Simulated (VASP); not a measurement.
# Ir (P6_3/mmc) in VASP: notebook

Ir is run at these levels: PBE; tasks: single point.

Program: VASP 6.6.1. These are calculated values, not measurements. Logs are shortened: lines on timing, memory, paths and dates and some standing lists are left out, and cuts for length are marked.

**1. The cell of the first run**

The structure is hexagonal, space group P6_3/mmc (No. 194). The conventional cell has a = 2.671 Å, b = 2.671 Å, c = 4.339 Å, α = 90.00°, β = 90.00°, γ = 120.00°. Within 3.5 Å of Ir (site symmetry -6m2) lie 12 Ir at 2.66 to 2.67 Å.

This isn't the form of Ir at room conditions, which is fcc.

**2. Single point, PBE, collinear spin (13.41 Å³/atom)**

INCAR reads:

```
SYSTEM = Ir
PREC = Accurate ; ENCUT = 520
EDIFF = 1E-6 ; ISMEAR = -1
SIGMA = 0.05 ; LREAL = .FALSE.
LASPH = .TRUE. ; NELM = 150
ALGO = Normal ; ISIF = 2
LWAVE = .FALSE. ; LCHARG = .TRUE.
ISPIN = 2 ; MAGMOM = 1 1
LORBIT = 11 ; LMAXMIX = 4
GGA = PE ; LELF = .TRUE.
LVHAR = .TRUE. ; NBANDS = 20
```

KPOINTS reads:

```
Automatic mesh
0
G
  22 22 12
  0 0 0
```

POSCAR reads:

```
Ir
1.0
    2.6710489042      0.0000000000      0.0000000000
   -1.3355244521      2.3131962058      0.0000000000
    0.0000000000      0.0000000000      4.3392160493
Ir
2
Direct
    0.3333333333      0.6666666667      0.2500000000
    0.6666666667      0.3333333333      0.7500000000
```

Potentials or basis: VASP PAW PBE potentials, release 64 (Ir).

Started as:

```sh
$ cat potpaw_PBE.64/Ir/POTCAR > POTCAR
$ mpirun -np 1 vasp_std > vasp.out
```

OUTCAR:

```text
SYSTEM = Ir
   PREC = Accurate
   ENCUT = 520
   EDIFF = 1E-6
   ISMEAR = -1
   LREAL = .FALSE.
   LASPH = .TRUE.
   NELM = 150
   ISIF = 2
   ISPIN = 2
   LORBIT = 11
   GGA = PE

 ion  position               nearest neighbor table
   1  0.333  0.667  0.250-   2 2.66   2 2.66   2 2.66   2 2.66   2 2.66   2 2.66
   2  0.667  0.333  0.750-   1 2.66   1 2.66   1 2.66   1 2.66   1 2.66   1 2.66

  LATTYP: Found a hexagonal cell.
 ALAT       =     2.6710489042
 C/A-ratio  =     1.6245363544

  Lattice vectors:

 A1 = (   2.6710489042,   0.0000000000,   0.0000000000)
 A2 = (  -1.3355244521,   2.3131962058,   0.0000000000)
 A3 = (   0.0000000000,   0.0000000000,   4.3392160493)

Analysis of symmetry for initial positions (statically):
=====================================================================
 Subroutine PRICEL returns:
 Original cell was already a primitive cell.

 Routine SETGRP: Setting up the symmetry group for a
 hexagonal supercell.

 Subroutine GETGRP returns: Found 24 space group operations
 (whereof 12 operations were pure point group operations)
 out of a pool of 24 trial point group operations.

The static configuration has the point symmetry D_3d.
 The point group associated with its full space group is D_6h.

Analysis of symmetry for dynamics (positions and initial velocities):
=====================================================================
 Subroutine PRICEL returns:
 Original cell was already a primitive cell.

 Routine SETGRP: Setting up the symmetry group for a
 hexagonal supercell.

 Subroutine GETGRP returns: Found 24 space group operations
 (whereof 12 operations were pure point group operations)
 out of a pool of 24 trial point group operations.

The dynamic configuration has the point symmetry D_3d.
 The point group associated with its full space group is D_6h.

Analysis of structural, dynamic, and magnetic symmetry:
=====================================================================
 Subroutine PRICEL returns:
 Original cell was already a primitive cell.

 Routine SETGRP: Setting up the symmetry group for a
 hexagonal supercell.

 Subroutine GETGRP returns: Found 24 space group operations
 (whereof 12 operations were pure point group operations)
 out of a pool of 24 trial point group operations.

The overall configuration has the point symmetry D_3d.
 The point group associated with its full space group is D_6h.

 Subroutine INISYM returns: Found 24 space group operations
 (whereof 12 operations are pure point group operations),
 and found     1 'primitive' translations

----------------------------------------------------------------------------------------

                                     Primitive cell

  volume of cell :      26.8105

  direct lattice vectors                    reciprocal lattice vectors
     2.671048904  0.000000000  0.000000000     0.374384759  0.216151141  0.000000000
    -1.335524452  2.313196206  0.000000000     0.000000000  0.432302283  0.000000000
     0.000000000  0.000000000  4.339216049     0.000000000  0.000000000  0.230456375

  length of vectors
     2.671048904  2.671048904  4.339216049     0.432302283  0.432302283  0.230456375

  position of ions in fractional coordinates (direct lattice)
     0.333333333  0.666666667  0.250000000
     0.666666667  0.333333333  0.750000000

  ion indices of the primitive-cell ions
   primitive index   ion index
                 1           1
                 2           2

----------------------------------------------------------------------------------------

 KPOINTS: Automatic mesh

Automatic generation of k-mesh.
 Grid dimensions read from file:
 generate k-points for:   22   22   12

 Generating k-lattice:

  Cartesian coordinates                     Fractional coordinates (reciprocal lattice)
     0.017017489  0.009825052  0.000000000     0.045454545  0.000000000  0.000000000
     0.000000000  0.019650104  0.000000000     0.000000000  0.045454545  0.000000000
     0.000000000  0.000000000  0.019204698     0.000000000  0.000000000  0.083333333

  Length of vectors
     0.019650104  0.019650104  0.019204698

  Shift w.r.t. Gamma in fractional coordinates (k-lattice)
     0.000000000  0.000000000  0.000000000

 Subroutine IBZKPT returns following result:
 ===========================================

 Found    364 irreducible k-points:

 Following reciprocal coordinates:
            Coordinates               Weight
  0.000000  0.000000  0.000000      1.000000
  0.045455  0.000000  0.000000      6.000000
  0.090909  0.000000  0.000000      6.000000
  0.136364 -0.000000  0.000000      6.000000
  0.181818 -0.000000  0.000000      6.000000
  0.227273 -0.000000  0.000000      6.000000
[... 16 lines left out ...]
  0.090909  0.090909  0.000000      6.000000
  0.136364  0.090909  0.000000     12.000000
 [... further k-points ...]
   k-points           NKPTS =    364   k-points in BZ     NKDIM =    364   number of bands    NBANDS=     20
   number of dos      NEDOS =    301   number of ions     NIONS =      2
   total plane-waves  NPLWV =  12800
   dimension x,y,z NGX =    20 NGY =   20 NGZ =   32
   dimension x,y,z NGXF=    40 NGYF=   40 NGZF=   64
   ions per type =               2
   NGX,Y,Z   is equivalent  to a cutoff of  12.45, 12.45, 12.26 a.u.
   NGXF,Y,Z  is equivalent  to a cutoff of  24.90, 24.90, 24.52 a.u.
 SYSTEM =  Ir
   PREC   = accura    normal or accurate (medium, high low for compatibility)
   ISTART =      0    job   : 0-new  1-cont  2-samecut
   ICHARG =      2    charge: 1-file 2-atom 10-const
   ISPIN  =      2    spin polarized calculation?
   LNONCOLLINEAR =      F non collinear calculations
   LSORBIT =      F    spin-orbit coupling
   LASPH  =      T    aspherical Exc in radial PAW
   ENCUT  =  520.0 eV  38.22 Ry    6.18 a.u.   4.97  4.97  8.07*2*pi/ulx,y,z
   NELM   =    150;   NELMIN=  2; NELMDL= -5     # of ELM steps
   EDIFF  = 0.1E-05   stopping-criterion for ELM
   LREAL  =      F    real-space projection
   EDIFFG = 0.1E-04   stopping-criterion for IOM
   NSW    =      0    number of steps for IOM
   IBRION =     -1    ionic relax: 0-MD 1-quasi-New 2-CG
   NFREE  =      0    steps in history (QN), initial steepest desc. (CG)
   ISIF   =      2    stress and relaxation
   ISYM   =      2    0-nonsym 1-usesym 2-fastsym
   POTIM  = 0.5000    time-step for ionic-motion
   TEBEG  =    0.0;   TEEND  =   0.0 temperature during run
   PSTRESS=    0.0 pullay stress
   NELECT =      18.0000    total number of electrons
   NUPDOWN=      -1.0000    fix difference up-down
   EMIN   =  10.00;   EMAX   =-10.00  energy-range for DOS
   EFERMI =   0.00;   METHOD = LEGACY
   ISMEAR =    -1;   SIGMA  =   0.05  broadening in eV -4-tet -1-fermi 0-gaus
   EFERMI_NEDOS =   21; number of points for ismear=-14 and -15
   IALGO  =     38    algorithm
   IMIX   =      4    mixing-type and parameters
     AMIX     =   0.40;   BMIX     =  1.00
     AMIX_MAG =   1.60;   BMIX_MAG =  1.00
  volume/ion in A,a.u.               =      13.41        90.46
  Fermi-wavevector in a.u.,A,eV,Ry     =   1.433498  2.708919 27.958843  2.054917
  Thomas-Fermi vector in A             =   2.553010
   LORBIT       =     11    0 simple, 1 ext, 2 COOP (PROOUT), +10 PAW based schemes
   GGA     = PE    functional components
   LHFCALC =     F    Hartree Fock is set to
   AEXX    =    0.0000 exact exchange contribution
   IVDW    =     0    specifies the selected vdW correction
   LEPSILON=     F    determine dielectric tensor
   LRPA    =     F    only Hartree local field effects (RPA)
 spin polarized calculation
  energy-cutoff  :      520.00
  volume of cell :       26.81
 maximum number of plane-waves:       756
 NGX is ok and might be reduce to    20
   NGX =  9   NGY =  9   NGZ = 17

 number of electron      17.9999998 magnetization       0.0009367

 number of electron      17.9999998 magnetization      -0.0001509

 Free energy of the ion-electron system (eV)
  ---------------------------------------------------
  ext. energy  EPLUGINS =         0.00000000
  ---------------------------------------------------
  free energy    TOTEN  =       -17.31307654 eV

  energy without entropy =      -17.29585141  energy(sigma->0) =      -17.30446397

 E-fermi :  11.5077     XC(G=0): -14.3107

 val. band max:       11.5058942636   @ k =   0.2727   0.1364   0.1667
 cond. band min:      11.5082635148   @ k =   0.3636   0.1364   0.3333
 fundamental gap:      0.0023692512
 Fermi energy:        11.5077142469

 spin component 1

 k-point     1 :       0.0000    0.0000    0.0000
  band No.  band energies     occupation
      1      -0.3431      1.00000
      2       2.6959      1.00000
      3       7.1826      1.00000
      4       7.3038      1.00000
      5       7.3038      1.00000
      6       8.0245      1.00000
[... 12 lines left out ...]
     19      34.4890      0.00000
     20      34.4890      0.00000
[... 507 lines left out ...]
 k-point    24 :       0.1364    0.0909    0.0000
  band No.  band energies     occupation
      1       1.1688      1.00000
      2       3.9085      1.00000
      3       5.9439      1.00000
      4       6.7390      1.00000
      5       7.3479      1.00000
      6       7.7876      1.00000
[... 12 lines left out ...]
     19      31.9664      0.00000
     20      36.1340      0.00000

 [... further k-points ...]

 spin component 2

 k-point     1 :       0.0000    0.0000    0.0000
  band No.  band energies     occupation
      1      -0.3431      1.00000
      2       2.6959      1.00000
      3       7.1825      1.00000
      4       7.3038      1.00000
      5       7.3038      1.00000
      6       8.0245      1.00000
[... 12 lines left out ...]
     19      34.4889      0.00000
     20      34.4889      0.00000
[... 507 lines left out ...]
 k-point    24 :       0.1364    0.0909    0.0000
  band No.  band energies     occupation
      1       1.1688      1.00000
      2       3.9084      1.00000
      3       5.9439      1.00000
      4       6.7390      1.00000
      5       7.3479      1.00000
      6       7.7875      1.00000
[... 12 lines left out ...]
     19      31.9664      0.00000
     20      36.1340      0.00000

 [... further k-points ...]
[... 5 lines left out ...]
  --------------------------------------------------------------------------------------
  -------------------------------------------------------------------------------------
  Total        6.0379024      6.0379024      6.1061146     -0.0000000      0.0000000      0.0000000
  in kB      360.8204036    360.8204037    364.8967106     -0.0000000      0.0000000      0.0000000
  external PRESSURE =     362.1791726 kB  Pullay stress =       0.0000000 kB

 VOLUME and BASIS-vectors are now :
 -----------------------------------------------------------------------------
  energy-cutoff  :      520.00
  volume of cell :       26.81
      direct lattice vectors                 reciprocal lattice vectors
     2.671048904  0.000000000  0.000000000     0.374384759  0.216151141  0.000000000
    -1.335524452  2.313196206  0.000000000     0.000000000  0.432302283  0.000000000
     0.000000000  0.000000000  4.339216049     0.000000000  0.000000000  0.230456375

 POSITION                                       TOTAL-FORCE (eV/Angst)
 -----------------------------------------------------------------------------------
     -0.00000      1.54213      1.08480        -0.000000      0.000000      0.000000
      1.33552      0.77107      3.25441         0.000000     -0.000000      0.000000
 -----------------------------------------------------------------------------------
    total drift:                               -0.000000      0.000000     -0.000000

  FREE ENERGIE OF THE ION-ELECTRON SYSTEM (eV)
  ---------------------------------------------------
  free  energy   TOTEN  =       -17.3130765358 eV

  energy  without entropy=      -17.2958514129  energy(sigma->0) =      -17.30446397

 total charge

# of ion       s       p       d       tot
------------------------------------------
    1        0.703   0.823   7.073   8.600
    2        0.703   0.823   7.073   8.600
--------------------------------------------------
tot          1.407   1.647  14.146  17.199

 magnetization (x)

# of ion       s       p       d       tot
------------------------------------------
    1       -0.000  -0.000  -0.000  -0.000
    2       -0.000  -0.000  -0.000  -0.000
--------------------------------------------------
tot         -0.000  -0.000  -0.000  -0.000
```

Wall time 8.1 min (1 thread of Intel Xeon 8259CL, shared host); peak memory 0.37 GiB.

Results:

```
Free energy                                           : -17.3131 eV
Pressure                                              : 36.2 GPa
Band gap on the k mesh                                : zero (filled and empty bands overlap)
Net moment                                            : 0.00 μB per cell
Valence electrons inside the program's atomic spheres : Ir 8.60
```

Caveat: the cell stands under pressure; spin-orbit coupling is left out, which moves the levels of the heavy elements.

**3. Single point, PBE, collinear spin (13.99 Å³/atom)**

This run uses another cell than the first one, of 13.99 Å³/atom.

INCAR reads:

```
SYSTEM = Ir
  PREC = Accurate
  ENCUT = 520
  EDIFF = 1E-7
  ISMEAR = -1
  SIGMA = 0.05
  LREAL = .FALSE.
  LASPH = .TRUE.
  NELM = 150
  ALGO = Normal
  ISIF = 2
  LWAVE = .FALSE.
  LCHARG = .TRUE.
  ISPIN = 2
  MAGMOM = 1 1
  LORBIT = 11
  LMAXMIX = 4
  GGA = PE
  LELF = .TRUE.
  LVHAR = .TRUE.
  NBANDS = 20
```

KPOINTS reads:

```
regular mesh
0
G
  22 22 12
  0 0 0
```

POSCAR reads:

```
Ir
1.0
    2.7092119017      0.0000000000      0.0000000000
   -1.3546059509      2.3462463311      0.0000000000
    0.0000000000      0.0000000000      4.4012132262
Ir
2
Direct
    0.3333333333      0.6666666667      0.2500000000
    0.6666666667      0.3333333333      0.7500000000
```

Potentials or basis: VASP PAW PBE potentials, release 64 (Ir).

Started as:

```sh
$ cat potpaw_PBE.64/Ir/POTCAR > POTCAR
$ mpirun -np 1 vasp_std > vasp.out
```

It took 7.2 min on 1 thread of Intel Xeon 8259CL, shared host; peak memory 0.38 GiB.

The run converged. Its results:

* Free energy: -17.5010 eV
* Pressure: 16.1 GPa
* Band gap on the k mesh: zero (filled and empty bands overlap)
* Net moment: 0.00 μB per cell
* Valence electrons inside the program's atomic spheres: Ir 8.44

Levels at points of the mesh, in eV from the Fermi level:
Spin up:
```csv
k point,band 6,band 7,band 8,band 9,band 10,band 11,band 12,band 13
"(0.00, 0.00, 0.00)",-3.26,-3.26,-2.42,-2.42,-0.88,0.28,0.28,7.17
"(0.50, 0.00, 0.00)",-3.52,-3.06,0.74,0.99,1.17,3.01,4.50,8.34
"(0.00, 0.00, 0.50)",-4.05,-4.05,-4.05,-0.48,-0.48,-0.48,-0.48,13.63
"(0.50, 0.00, 0.50)",-2.18,-1.00,-1.00,1.00,1.00,2.05,2.05,7.81
```
Spin down:
| k point | band 6 | band 7 | band 8 | band 9 | band 10 | band 11 | band 12 | band 13 |
| --- | --- | --- | --- | --- | --- | --- | --- | --- |
| (0.00, 0.00, 0.00) | -3.26 | -3.26 | -2.42 | -2.42 | -0.88 | 0.28 | 0.28 | 7.17 |
| (0.50, 0.00, 0.00) | -3.52 | -3.06 | 0.74 | 0.99 | 1.17 | 3.01 | 4.50 | 8.34 |
| (0.00, 0.00, 0.50) | -4.05 | -4.05 | -4.05 | -0.48 | -0.48 | -0.48 | -0.48 | 13.63 |
| (0.50, 0.00, 0.50) | -2.18 | -1.00 | -1.00 | 1.00 | 1.00 | 2.05 | 2.05 | 7.81 |

Caveat: the cell stands under pressure; spin-orbit coupling is left out, which moves the levels of the heavy elements.
